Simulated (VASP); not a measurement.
# Zr (P6/mmm) in VASP: a series of runs

Zr is run at these levels: r2SCAN; tasks: single point.

Everything below comes from runs of VASP 6.6.1. Logs are shortened: lines on timing, memory, paths and dates and some standing lists are left out, and cuts for length are marked.

## 1. The cell of the first run

Symmetry: P6/mmm, No. 191, hexagonal system. The conventional cell has a = 4.933 Å, b = 4.933 Å, c = 3.097 Å, α = 90.00°, β = 90.00°, γ = 120.00°. Zr (site symmetry -6m2) has 11 Zr at 2.85 to 3.24 Å within 3.8 Å. Within 4.1 Å of Zr (site symmetry 6/mmm) lie 14 Zr at 3.10 to 3.24 Å.

## 2. Single point, r2SCAN (volume scaled by 0.94, then relaxed in part)

Contents of POSCAR:

```
Zr
1.0
    4.9330377713      0.0000000000      0.0000000000
   -2.4665188857      4.2721360278      0.0000000000
    0.0000000000      0.0000000000      3.0974728404
Zr
3
Direct
    0.6666666667      0.3333333333      0.5000000000
    0.3333333333      0.6666666667      0.5000000000
    0.0000000000      0.0000000000      0.0000000000
```

Contents of INCAR.step1:

```
SYSTEM = Zr
  PREC = Accurate
  ENCUT = 520
  ISMEAR = 0
  SIGMA = 0.1
  LREAL = .False.
  LASPH = .True.
  NELM = 80
  NBANDS = 25
  GGA = PE
  ALGO = Normal
  EDIFF = 1E-4
  LWAVE = .True.
  LCHARG = .False.
```

Contents of INCAR.step2:

```
SYSTEM = Zr
  PREC = Accurate
  ENCUT = 520
  EDIFF = 1E-6
  ISMEAR = 0
  SIGMA = 0.1
  LREAL = .False.
  LASPH = .True.
  NELM = 80
  ALGO = Normal
  ISIF = 2
  LWAVE = .False.
  LCHARG = .False.
  METAGGA = R2SCAN
  LMIXTAU = .True.
  NBANDS = 25
  ISTART = 1
```

Contents of KPOINTS:

```
regular mesh
0
Gamma
  12 12 14
  0 0 0
```

Potentials or basis: VASP PAW PBE potentials, release 64 (Zr_sv).

Started as:

```console
$ cat potpaw_PBE.64/Zr_sv/POTCAR > POTCAR
$ cp INCAR.step1 INCAR
$ mpirun -np 1 vasp_std > vasp.out
$ cp INCAR.step2 INCAR
$ mpirun -np 1 vasp_std > vasp.out
```

OUTCAR:

```text
SYSTEM = Zr
   PREC = Accurate
   ENCUT = 520
   EDIFF = 1E-6
   ISMEAR = 0
   LREAL = .False.
   LASPH = .True.
   NELM = 80
   ISIF = 2
   METAGGA = R2SCAN
   ISTART = 1

 ion  position               nearest neighbor table
   1  0.667  0.333  0.500-   2 2.85   2 2.85   2 2.85   3 3.24   3 3.24   3 3.24   3 3.24   3 3.24
                             3 3.24
   2  0.333  0.667  0.500-   1 2.85   1 2.85   1 2.85   3 3.24   3 3.24   3 3.24   3 3.24   3 3.24
                             3 3.24
   3  0.000  0.000  0.000-   1 3.24   2 3.24   1 3.24   2 3.24   1 3.24   1 3.24   2 3.24   2 3.24
                             1 3.24   1 3.24   2 3.24   2 3.24

  LATTYP: Found a hexagonal cell.
 ALAT       =     4.9330377713
 C/A-ratio  =     0.6279037348

  Lattice vectors:

 A1 = (   4.9330377713,   0.0000000000,   0.0000000000)
 A2 = (  -2.4665188857,   4.2721360278,   0.0000000000)
 A3 = (   0.0000000000,   0.0000000000,   3.0974728404)

Analysis of symmetry for initial positions (statically):
=====================================================================
 Subroutine PRICEL returns:
 Original cell was already a primitive cell.

 Routine SETGRP: Setting up the symmetry group for a
 hexagonal supercell.

 Subroutine GETGRP returns: Found 24 space group operations
 (whereof 24 operations were pure point group operations)
 out of a pool of 24 trial point group operations.

The static configuration has the point symmetry D_6h.

Analysis of symmetry for dynamics (positions and initial velocities):
=====================================================================
 Subroutine PRICEL returns:
 Original cell was already a primitive cell.

 Routine SETGRP: Setting up the symmetry group for a
 hexagonal supercell.

 Subroutine GETGRP returns: Found 24 space group operations
 (whereof 24 operations were pure point group operations)
 out of a pool of 24 trial point group operations.

The dynamic configuration has the point symmetry D_6h.

 Subroutine INISYM returns: Found 24 space group operations
 (whereof 24 operations are pure point group operations),
 and found     1 'primitive' translations

----------------------------------------------------------------------------------------

                                     Primitive cell

  volume of cell :      65.2780

  direct lattice vectors                    reciprocal lattice vectors
     4.933037771  0.000000000  0.000000000     0.202714848  0.117037472  0.000000000
    -2.466518886  4.272136028  0.000000000     0.000000000  0.234074944  0.000000000
     0.000000000  0.000000000  3.097472840     0.000000000  0.000000000  0.322843832

  length of vectors
     4.933037771  4.933037771  3.097472840     0.234074944  0.234074944  0.322843832

  position of ions in fractional coordinates (direct lattice)
     0.666666667  0.333333333  0.500000000
     0.333333333  0.666666667  0.500000000
     0.000000000  0.000000000  0.000000000

  ion indices of the primitive-cell ions
   primitive index   ion index
                 1           1
                 2           2
                 3           3

----------------------------------------------------------------------------------------

 KPOINTS: regular mesh

Automatic generation of k-mesh.
 Grid dimensions read from file:
 generate k-points for:   12   12   14

 Generating k-lattice:

  Cartesian coordinates                     Fractional coordinates (reciprocal lattice)
     0.016892904  0.009753123  0.000000000     0.083333333 -0.000000000  0.000000000
     0.000000000  0.019506245  0.000000000     0.000000000  0.083333333  0.000000000
     0.000000000  0.000000000  0.023060274     0.000000000  0.000000000  0.071428571

  Length of vectors
     0.019506245  0.019506245  0.023060274

  Shift w.r.t. Gamma in fractional coordinates (k-lattice)
     0.000000000  0.000000000  0.000000000

 Subroutine IBZKPT returns following result:
 ===========================================

 Found    152 irreducible k-points:

 Following reciprocal coordinates:
            Coordinates               Weight
  0.000000  0.000000  0.000000      1.000000
  0.083333  0.000000  0.000000      6.000000
  0.166667  0.000000  0.000000      6.000000
  0.250000  0.000000  0.000000      6.000000
  0.333333  0.000000  0.000000      6.000000
  0.416667  0.000000  0.000000      6.000000
[... 16 lines left out ...]
  0.250000  0.000000  0.071429     12.000000
  0.333333  0.000000  0.071429     12.000000
 [... further k-points ...]
   k-points           NKPTS =    152   k-points in BZ     NKDIM =    152   number of bands    NBANDS=     25
   number of dos      NEDOS =    301   number of ions     NIONS =      3
   total plane-waves  NPLWV =  38400
   dimension x,y,z NGX =    40 NGY =   40 NGZ =   24
   dimension x,y,z NGXF=    80 NGYF=   80 NGZF=   48
   ions per type =               3
   NGX,Y,Z   is equivalent  to a cutoff of  13.48, 13.48, 12.88 a.u.
   NGXF,Y,Z  is equivalent  to a cutoff of  26.96, 26.96, 25.76 a.u.
 SYSTEM =  Zr
   PREC   = accura    normal or accurate (medium, high low for compatibility)
   ISTART =      1    job   : 0-new  1-cont  2-samecut
   ICHARG =      0    charge: 1-file 2-atom 10-const
   ISPIN  =      1    spin polarized calculation?
   LNONCOLLINEAR =      F non collinear calculations
   LSORBIT =      F    spin-orbit coupling
   LASPH  =      T    aspherical Exc in radial PAW
   ENCUT  =  520.0 eV  38.22 Ry    6.18 a.u.   9.17  9.17  5.76*2*pi/ulx,y,z
   NELM   =     80;   NELMIN=  2; NELMDL=  0     # of ELM steps
   EDIFF  = 0.1E-05   stopping-criterion for ELM
   LREAL  =      F    real-space projection
   EDIFFG = 0.1E-04   stopping-criterion for IOM
   NSW    =      0    number of steps for IOM
   IBRION =     -1    ionic relax: 0-MD 1-quasi-New 2-CG
   NFREE  =      0    steps in history (QN), initial steepest desc. (CG)
   ISIF   =      2    stress and relaxation
   ISYM   =      2    0-nonsym 1-usesym 2-fastsym
   POTIM  = 0.5000    time-step for ionic-motion
   TEBEG  =    0.0;   TEEND  =   0.0 temperature during run
   PSTRESS=    0.0 pullay stress
   NELECT =      36.0000    total number of electrons
   NUPDOWN=      -1.0000    fix difference up-down
   EMIN   =  10.00;   EMAX   =-10.00  energy-range for DOS
   EFERMI =   0.00;   METHOD = LEGACY
   ISMEAR =     0;   SIGMA  =   0.10  broadening in eV -4-tet -1-fermi 0-gaus
   EFERMI_NEDOS =   21; number of points for ismear=-14 and -15
   IALGO  =     38    algorithm
   IMIX   =      4    mixing-type and parameters
     AMIX     =   0.40;   BMIX     =  1.00
     AMIX_MAG =   1.60;   BMIX_MAG =  1.00
  volume/ion in A,a.u.               =      21.76       146.84
  Fermi-wavevector in a.u.,A,eV,Ry     =   1.342518  2.536990 24.522509  1.802354
  Thomas-Fermi vector in A             =   2.470665
   LORBIT       =      0    0 simple, 1 ext, 2 COOP (PROOUT), +10 PAW based schemes
   METAGGA = R2SCAN    functional components
   LHFCALC =     F    Hartree Fock is set to
   AEXX    =    0.0000 exact exchange contribution
   IVDW    =     0    specifies the selected vdW correction
   LEPSILON=     F    determine dielectric tensor
   LRPA    =     F    only Hartree local field effects (RPA)
 non-spin polarized calculation
 Gauss-broadening in eV      SIGMA  =   0.10
  energy-cutoff  :      520.00
  volume of cell :       65.28
 maximum number of plane-waves:      1772
 NGX is ok and might be reduce to    40
   NGX = 19   NGY = 19   NGZ = 11

 number of electron      36.0000000 magnetization

 Free energy of the ion-electron system (eV)
  ---------------------------------------------------
  ext. energy  EPLUGINS =         0.00000000
  ---------------------------------------------------
  free energy    TOTEN  =       -68.21057734 eV

  energy without entropy =      -68.19713821  energy(sigma->0) =      -68.20385777

 E-fermi :   9.7053     XC(G=0): -12.2994

 val. band max:        9.7036789729   @ k =   0.3333   0.1667   0.3571
 cond. band min:       9.7101603801   @ k =   0.4167   0.0000   0.1429
 fundamental gap:      0.0064814072
 Fermi energy:         9.7053125539

 k-point     1 :       0.0000    0.0000    0.0000
  band No.  band energies     occupation
      1     -40.7621      2.00000
      2     -40.5099      2.00000
      3     -40.2721      2.00000
      4     -18.3507      2.00000
      5     -18.3507      2.00000
      6     -18.2498      2.00000
[... 17 lines left out ...]
     24      12.1905      0.00000
     25      12.2317      0.00000

 k-point     2 :       0.0833    0.0000    0.0000
  band No.  band energies     occupation
      1     -40.7593      2.00000
      2     -40.5086      2.00000
      3     -40.2765      2.00000
      4     -18.4174      2.00000
      5     -18.4014      2.00000
      6     -18.1796      2.00000
[... 17 lines left out ...]
     24      11.8598      0.00000
     25      12.6303      0.00000

 k-point     3 :       0.1667    0.0000    0.0000
  band No.  band energies     occupation
      1     -40.7518      2.00000
      2     -40.5043      2.00000
      3     -40.2891      2.00000
      4     -18.5083      2.00000
      5     -18.4446      2.00000
      6     -18.0789      2.00000
[... 17 lines left out ...]
     24      11.9303      0.00000
     25      13.0714      0.00000

 k-point     4 :       0.2500    0.0000    0.0000
  band No.  band energies     occupation
      1     -40.7416      2.00000
      2     -40.4960      2.00000
      3     -40.3087      2.00000
      4     -18.5874      2.00000
      5     -18.4426      2.00000
      6     -17.9855      2.00000
[... 17 lines left out ...]
     24      12.3219      0.00000
     25      13.5298      0.00000
[... 477 lines left out ...]
 k-point    22 :       0.1667    0.0000    0.0714
  band No.  band energies     occupation
      1     -40.7468      2.00000
      2     -40.5019      2.00000
      3     -40.2856      2.00000
      4     -18.4980      2.00000
      5     -18.4355      2.00000
      6     -18.0754      2.00000
[... 17 lines left out ...]
     24      11.9274      0.00000
     25      13.1974      0.00000

 k-point    23 :       0.2500    0.0000    0.0714
  band No.  band energies     occupation
      1     -40.7370      2.00000
      2     -40.4932      2.00000
      3     -40.3051      2.00000
      4     -18.5758      2.00000
      5     -18.4343      2.00000
      6     -17.9848      2.00000
[... 17 lines left out ...]
     24      12.2712      0.00000
     25      13.6645      0.00000

 k-point    24 :       0.3333    0.0000    0.0714
  band No.  band energies     occupation
      1     -40.7274      2.00000
      2     -40.4803      2.00000
      3     -40.3287      2.00000
      4     -18.6351      2.00000
      5     -18.3853      2.00000
      6     -17.9385      2.00000
[... 17 lines left out ...]
     24      12.7628      0.00000
     25      13.5088      0.00000

 [... further k-points ...]

------------------------ aborting loop because EDIFF is reached ----------------------------------------

  FORCE on cell =-STRESS in cart. coord.  units (eV):
  Direction    XX          YY          ZZ          XY          YZ          ZX
  --------------------------------------------------------------------------------------
  -------------------------------------------------------------------------------------
  Total        2.7307009      2.7307009      2.7065768     -0.0000000      0.0000000      0.0000000
  in kB       67.0220480     67.0220480     66.4299486     -0.0000000      0.0000000      0.0000000
  external PRESSURE =      66.8246816 kB  Pullay stress =       0.0000000 kB

 VOLUME and BASIS-vectors are now :
 -----------------------------------------------------------------------------
  energy-cutoff  :      520.00
  volume of cell :       65.28
      direct lattice vectors                 reciprocal lattice vectors
     4.933037771  0.000000000  0.000000000     0.202714848  0.117037472  0.000000000
    -2.466518886  4.272136028  0.000000000     0.000000000  0.234074944  0.000000000
     0.000000000  0.000000000  3.097472840     0.000000000  0.000000000  0.322843832

 POSITION                                       TOTAL-FORCE (eV/Angst)
 -----------------------------------------------------------------------------------
      2.46652      1.42405      1.54874         0.000000     -0.000000      0.000000
     -0.00000      2.84809      1.54874        -0.000000      0.000000      0.000000
      0.00000      0.00000      0.00000         0.000000      0.000000      0.000000
 -----------------------------------------------------------------------------------
    total drift:                                0.000000      0.000000      0.000000

  FREE ENERGIE OF THE ION-ELECTRON SYSTEM (eV)
  ---------------------------------------------------
  free  energy   TOTEN  =       -68.2105773367 eV

  energy  without entropy=      -68.1971382125  energy(sigma->0) =      -68.20385777
```

It took 21 min on 1 thread of Oxide Virtual Turin-like, shared host; peak memory 0.29 GiB.

What came out:

- Free energy: -68.2106 eV
- Pressure: 6.7 GPa
- Band gap on the k mesh: zero (band 18 reaches 10.15 eV, above the bottom of band 19 at 9.44 eV)

Levels at points of the mesh, in eV from the Fermi level:
| k point | band 15 | band 16 | band 17 | band 18 | band 19 | band 20 | band 21 | band 22 |
| --- | --- | --- | --- | --- | --- | --- | --- | --- |
| (0.00, 0.00, 0.00) | -0.61 | -0.61 | -0.54 | -0.54 | -0.09 | 1.07 | 1.88 | 1.88 |
| (0.50, 0.00, 0.00) | -3.20 | -0.74 | -0.62 | -0.53 | -0.01 | 0.86 | 1.20 | 1.75 |
| (0.00, 0.00, 0.50) | -2.27 | -2.21 | -2.21 | -1.53 | 1.32 | 1.32 | 1.95 | 1.95 |
| (0.50, 0.00, 0.50) | -2.25 | -1.75 | -0.97 | -0.62 | 0.35 | 1.04 | 1.39 | 1.68 |

Caveat: the PAW data sets were made with another functional, which shifts forces and pressure a little.

## 3. Single point, r2SCAN (volume scaled by 1.03, then relaxed in part)

Contents of POSCAR:

```
Zr
1.0
    5.0920982076      0.0000000000      0.0000000000
   -2.5460491038      4.4098864064      0.0000000000
    0.0000000000      0.0000000000      3.1853137604
Zr
3
Direct
    0.6666666667      0.3333333333      0.5000000000
    0.3333333333      0.6666666667      0.5000000000
    0.0000000000      0.0000000000      0.0000000000
```

Contents of INCAR.step1:

```
SYSTEM = Zr
PREC = Accurate
ENCUT = 520
ISMEAR = 0
SIGMA = 0.1
LREAL = .False.
LASPH = .True.
NELM = 100
NBANDS = 25
GGA = PE
ALGO = Normal
EDIFF = 1E-4
LWAVE = .True.
LCHARG = .False.
```

Contents of INCAR.step2:

```
SYSTEM = Zr
PREC = Accurate
ENCUT = 520
EDIFF = 1E-6
ISMEAR = 0
SIGMA = 0.1
LREAL = .False.
LASPH = .True.
NELM = 100
ALGO = Normal
ISIF = 2
LWAVE = .False.
LCHARG = .False.
METAGGA = R2SCAN
LMIXTAU = .True.
NBANDS = 25
ISTART = 1
```

KPOINTS is that of step 2.

Potentials or basis: VASP PAW PBE potentials, release 64 (Zr_sv).

Started as:

```console
$ cat potpaw_PBE.64/Zr_sv/POTCAR > POTCAR
$ cp INCAR.step1 INCAR
$ mpirun -np 1 vasp_std > vasp.out
$ cp INCAR.step2 INCAR
$ mpirun -np 1 vasp_std > vasp.out
```

Wall time 20 min (1 thread of Oxide Virtual Turin-like, shared host); peak memory 0.3 GiB.

It converged, with:

```
Free energy            : -68.2756 eV
Pressure               : -2.8 GPa
Band gap on the k mesh : zero (band 18 reaches 9.04 eV, above the bottom of band 19 at 8.48 eV)
```

Stress tensor (GPa, compression positive):
```
-2.78  0.00  0.00
 0.00 -2.78  0.00
 0.00  0.00 -2.70
```

Levels at points of the mesh, in eV from the Fermi level:
```csv
k point,band 16,band 17,band 18,band 19,band 20,band 21
"(0.00, 0.00, 0.00)",-0.65,-0.58,-0.58,-0.12,0.98,1.75
"(0.50, 0.00, 0.00)",-0.60,-0.49,-0.45,0.04,0.77,1.21
"(0.00, 0.00, 0.50)",-1.97,-1.97,-1.64,1.23,1.23,1.73
"(0.50, 0.00, 0.50)",-1.51,-0.86,-0.65,0.42,0.98,1.01
```

Caveat: the PAW data sets were made with another functional, which shifts forces and pressure a little.

## 4. Single point, r2SCAN (volume scaled by 1.06, then relaxed in part)

Contents of POSCAR:

```
Zr
1.0
    5.1410636942      0.0000000000      0.0000000000
   -2.5705318471      4.4522917617      0.0000000000
    0.0000000000      0.0000000000      3.2159436564
Zr
3
Direct
    0.6666666667      0.3333333333      0.5000000000
    0.3333333333      0.6666666667      0.5000000000
    0.0000000000      0.0000000000      0.0000000000
```

Contents of INCAR.step1:

```
SYSTEM = Zr
  PREC = Accurate
  ENCUT = 520
  ISMEAR = 0
  SIGMA = 0.1
  LREAL = .FALSE.
  LASPH = .TRUE.
  NELM = 80
  NBANDS = 25
  GGA = PE
  ALGO = Normal
  EDIFF = 1E-4
  LWAVE = .TRUE.
  LCHARG = .FALSE.
```

Contents of INCAR.step2:

```
SYSTEM = Zr
  PREC = Accurate
  ENCUT = 520
  EDIFF = 1E-7
  ISMEAR = 0
  SIGMA = 0.1
  LREAL = .FALSE.
  LASPH = .TRUE.
  NELM = 80
  ALGO = Normal
  ISIF = 2
  LWAVE = .FALSE.
  LCHARG = .FALSE.
  METAGGA = R2SCAN
  LMIXTAU = .TRUE.
  NBANDS = 25
  ISTART = 1
```

Contents of KPOINTS:

```
regular mesh
0
G
  12 12 14
  0 0 0
```

Started as:

```console
$ cat potpaw_PBE.64/Zr_sv/POTCAR > POTCAR
$ cp INCAR.step1 INCAR
$ mpirun -np 1 vasp_std > vasp.out
$ cp INCAR.step2 INCAR
$ mpirun -np 1 vasp_std > vasp.out
```

It took 23 min on 1 thread of Oxide Virtual Turin-like, shared host; peak memory 0.31 GiB.

Results (log left out):

```yaml
Free_energy: -68.2241 eV
Pressure: -5.2 GPa
Band_gap_on_the_k_mesh: zero (band 18 reaches 8.68 eV, above the bottom of band 19 at 8.19 eV)
```

Stress tensor (GPa, compression positive):
```
-5.13  0.00  0.00
 0.00 -5.13  0.00
 0.00  0.00 -5.22
```

Levels at points of the mesh, in eV from the Fermi level:
```tsv
k point	band 15	band 16	band 17	band 18	band 19	band 20	band 21	band 22
(0.00, 0.00, 0.00)	-0.65	-0.65	-0.58	-0.58	-0.12	0.96	1.71	1.71
(0.50, 0.00, 0.00)	-2.90	-0.56	-0.45	-0.43	0.06	0.75	1.19	1.20
(0.00, 0.00, 0.50)	-2.36	-1.89	-1.89	-1.66	1.22	1.22	1.67	1.67
(0.50, 0.00, 0.50)	-1.89	-1.44	-0.83	-0.65	0.44	0.90	0.96	1.39
```

Caveat: the PAW data sets were made with another functional, which shifts forces and pressure a little.

(Continued in part 2 of 2.)
